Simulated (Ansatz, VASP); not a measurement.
# Two plane-wave programs on InSb

INCAR

```
ALGO = Normal ; EDIFF = 1E-6
EDIFFG = -0.005 ; ENCUT = 600
GGA = CA ; IBRION = 2
ISIF = 3 ; ISMEAR = -1
LASPH = True ; LCHARG = False
LREAL = False ; LWAVE = False
NELM = 80 ; NSW = 60
PREC = Accurate ; SIGMA = 0.1
```

KPOINTS

```
k-points
0
Gamma
  11 11 11
```

POSCAR

```
InSb
1.0
    0.0000000000      3.1072325060      3.1072325060
    3.1072325060      0.0000000000      3.1072325060
    3.1072325060      3.1072325060      0.0000000000
In Sb
1 1
Direct
    0.0000000000      0.0000000000      0.0000000000
    0.2500000000      0.2500000000      0.2500000000
```

Input for Ansatz:

```yaml
crystal:
  lattice:
    - [0.0, 3.107232506, 3.107232506]
    - [3.107232506, 0.0, 3.107232506]
    - [3.107232506, 3.107232506, 0.0]
  atoms:
    - { symbol: In, position: [0.0, 0.0, 0.0] }
    - { symbol: Sb, position: [0.25, 0.25, 0.25] }
kpoints:
  mp_grid: { grid: [11, 11, 11] }
scf:
  occupations: { method: fermi_dirac, width: 0.1 }
hamiltonian:
  xc: lda
  pseudopotentials: { kind: paw }
output:
  forces: true
  stress: true
relax:
  f_tol: 0.005
  max_steps: 40
  cell: {}
```

Alike in both runs: task relaxation of cell and atoms; functional LDA; k mesh 11 × 11 × 11; occupations fermi-dirac, width 0.1 eV; no spin polarisation.

```csv
,VASP,Ansatz
version,VASP 6.6.1,Ansatz 0.2.0
potentials or method,"VASP PAW LDA potentials, release 64 (In_d, Sb)","PAW with Ansatz's default frozen-core files, scalar-relativistic"
plane-wave cutoff (eV),600,420
valence electrons in the cell,18,28
```

Ansatz gave:

```
relaxed volume (Å³/atom)                                     : 33.54
relaxed cell length with the largest relative difference (Å) : 4.561
```

Question: Estimate VASP's values.

Answer: Relaxed volume (Å³/atom): 33.62; relaxed cell length with the largest relative difference (Å): 4.564.

LDA's correlation is that of Perdew and Zunger in VASP and of Perdew and Wang (1992) in Ansatz. VASP's potentials hold 18 valence electrons a cell and Ansatz's 28, so a difference there can come from the potentials and not from the codes.

Neither program's run includes spin-orbit coupling.
